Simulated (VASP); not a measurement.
Write the native input for VASP 6.6.1 that does the following.

| Property | Result |
| --- | --- |
| Task | single point |
| Functional | PBE |
| Potentials or basis | VASP PAW PBE potentials, release 64 (Ta_pv, N) |
| Cutoff | 520 eV |
| k mesh | 6 × 6 × 9 |
| Occupations | fermi-dirac, width 0.05 eV |
| Spin | no spin polarisation |
| Dipole correction | no |
| Further INCAR settings | ALGO = Normal; EDIFF = 1e-07; NBANDS = 33 |

The structure of TaN lies in POSCAR:

```
TaN
1.0
    5.1960001500      0.0000000000      0.0000000000
   -2.5980000800      4.4998681300      0.0000000000
    0.0000000000      0.0000000000      2.9109996000
Ta N
3 3
Direct
    0.3378740000      0.6598800000      0.5008540000
    0.6575360000      0.3331150000      0.4950420000
    0.0133470000      0.0079380000     -0.0069670000
    0.3987630000      0.0005790000      0.0172970000
    0.6107830000      0.6134900000     -0.0239820000
    0.0106380000      0.3956480000      0.0016810000
```

This cell differs from its parent crystal: atoms moved at random.

One way to write it, as run:

INCAR

```
SYSTEM = TaN
ALGO = Normal
EDIFF = 1E-7
ENCUT = 520
GGA = PE
ISIF = 2
ISMEAR = -1
LASPH = .True.
LCHARG = .True.
LELF = .True.
LREAL = .False.
LVHAR = .True.
LWAVE = .False.
NBANDS = 33
NELM = 100
PREC = Accurate
SIGMA = 0.05
```

KPOINTS

```
k-points
0
Gamma
  6 6 9
  0 0 0
```

Potentials or basis: VASP PAW PBE potentials, release 64 (Ta_pv, N).

Launch:

```console
$ cat potpaw_PBE.64/Ta_pv/POTCAR potpaw_PBE.64/N/POTCAR > POTCAR
$ mpirun -np 1 vasp_std > vasp.out
```

It gave:

- Pressure: 7.3 GPa
- Largest force: 2.054 eV/Å
- Band gap on the k mesh: zero (band 24 reaches 9.79 eV, above the bottom of band 25 at 7.05 eV)

Caveat: the cell differs from its parent crystal (atoms moved at random); spin-orbit coupling is left out, which moves the levels of the heavy elements; forces of over 1 eV/Å act on the atoms, so gaps and moduli don't describe the material at rest.

Wall time 2.8 min on 1 thread of Intel(R) Xeon(R) Platinum 8559C (Emerald Rapids) (shared host), peak memory 0.39 GiB.
